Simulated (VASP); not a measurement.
Wanted: the native input for a VASP 6.6.1 run.

- Task: single point
- Functional: PBE
- Potentials or basis: VASP PAW PBE potentials, release 64 (Zn, Se)
- Cutoff: 520 eV
- k mesh: 13 × 13 × 13
- Occupations: fermi-dirac, width 0.08 eV
- Spin: no spin polarisation
- Dipole correction: no
- Further INCAR settings: ALGO = Normal; EDIFF = 1e-07; NBANDS = 16

The structure of ZnSe (rocksalt type) lies in POSCAR:

```
ZnSe
1.0
    0.0000000000      2.6565082956      2.6565082956
    2.6565082956      0.0000000000      2.6565082956
    2.6565082956      2.6565082956      0.0000000000
Zn Se
1 1
Direct
    0.0000000000      0.0000000000      0.0000000000
    0.5000000000      0.5000000000      0.5000000000
```

This cell differs from its parent crystal: volume scaled by 0.97.

These files were run (other wordings do the same):

INCAR

```
SYSTEM = ZnSe
ALGO     = Normal         ! electronic algorithm
EDIFF    = 1E-7           ! SCF threshold, eV
ENCUT    = 520            ! plane-wave cutoff, eV
GGA      = PE             ! functional
ISIF     = 2              ! what is computed and relaxed
ISMEAR   = -1             ! smearing method
LASPH    = .True.         ! aspherical terms in the spheres
LCHARG   = .False.        ! write CHGCAR
LREAL    = .False.        ! projectors in reciprocal space
LWAVE    = .False.        ! write WAVECAR
NBANDS   = 16             ! bands
NELM     = 100            ! most SCF steps
PREC     = Accurate       ! precision mode
SIGMA    = 0.08           ! smearing width, eV
```

KPOINTS

```
k-points
0
Gamma
  13 13 13
  0 0 0
```

Potentials or basis: VASP PAW PBE potentials, release 64 (Zn, Se).

Command:

```bash
$ cat potpaw_PBE.64/Zn/POTCAR potpaw_PBE.64/Se/POTCAR > POTCAR
$ mpirun -np 1 vasp_std > vasp.out
```

It gave:

```json
{
 "Pressure": "2.6 GPa",
 "Band gap on the k mesh": "zero (band 9 reaches 3.42 eV, above the bottom of band 10 at 2.45 eV)"
}
```

Run time: 50 s on 1 thread of Intel(R) Xeon(R) Platinum 8259CL CPU @ 2.50GHz (Skylake/Cascade Lake) (shared host), peak memory 0.19 GiB.
